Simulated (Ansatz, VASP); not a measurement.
CuO: VASP beside Ansatz

INCAR

```
SYSTEM = CuO
  PREC = Accurate
  ENCUT = 520
  EDIFF = 1E-6
  ISMEAR = -1
  SIGMA = 0.05
  LREAL = .False.
  LASPH = .True.
  NELM = 80
  ALGO = Normal
  ISIF = 2
  LWAVE = .False.
  LCHARG = .False.
  GGA = PE
  NBANDS = 25
```

File KPOINTS:

```
regular mesh
0
Gamma
  8 8 5
  0 0 0
```

POSCAR

```
CuO
1.0
    1.9511486400     -2.1104790000      0.0000000000
    1.9511486400      2.1104790000      0.0000000000
    0.0000000000      0.0000000000      5.1559280000
Cu O
2 2
Direct
    0.5000000000      0.0000000000      0.0000000000
    0.0000000000      0.5000000000      0.5000000000
    0.5000000000      0.5000000000      0.2500000000
    0.5000000000      0.5000000000      0.7500000000
```

input.yaml

```yaml
crystal:
  lattice:
    - [1.95114864, -2.110479, 0.0]
    - [1.95114864, 2.110479, 0.0]
    - [0.0, 0.0, 5.155928]
  atoms:
    - { symbol: Cu, position: [0.5, 0.0, 0.0] }
    - { symbol: Cu, position: [0.0, 0.5, 0.5] }
    - { symbol: O, position: [0.5, 0.5, 0.25] }
    - { symbol: O, position: [0.5, 0.5, 0.75] }
hamiltonian:
  xc: pbe
  pseudopotentials: { kind: paw }
kpoints:
  mp_grid: { grid: [8, 8, 5] }
  band_path:
    path:
      - [[0.0, 0.0, 0.0], [0.463677429, 0.463677429, 0.0], [0.0, 0.5, 0.0], [0.0, 0.5, 0.5], [0.463677429, 0.463677429, 0.5], [0.0, 0.0, 0.5], [0.0, 0.0, 0.0], [-0.5, 0.5, 0.0], [-0.463677429, 0.536322571, 0.0], [-0.463677429, 0.536322571, 0.5], [-0.5, 0.5, 0.5], [-0.5, 0.5, 0.0]]
      - [[0.0, 0.0, 0.5], [-0.5, 0.5, 0.5]]
    npoints: 14
scf:
  occupations: { method: fermi_dirac, width: 0.05 }
  n_extra_bands: 10
output:
  forces: true
  stress: true
  eigenvalues: true
  fatbands: false
```

Alike in both runs: functional PBE; k mesh 8 × 8 × 5; occupations fermi-dirac, width 0.05 eV; no spin polarisation.

|  | VASP | Ansatz |
| --- | --- | --- |
| version | VASP 6.6.1 | Ansatz 0.2.0 |
| potentials or method | VASP PAW PBE potentials, release 64 (Cu, O) | Ansatz PAW |
| plane-wave cutoff (eV) | 520 | 420 |
| valence electrons in the cell | 34 | 50 |
| task | single point | band structure |

```csv
,VASP,Ansatz,Ansatz less VASP
gap on the k mesh at the Fermi level (eV),none,none,-
pressure (GPa),8.3,7.5,-0.83
"traceless stress, the component that is largest in VASP (GPa)",0.25,0.52,+0.276
```

A gap of «none» marks a metal or a gap that the smearing closes. The functional is the same, so the differences come from potentials, cutoffs and numerics. VASP's potentials hold 34 valence electrons a cell and Ansatz's 50, so a difference there can come from the potentials and not from the codes.
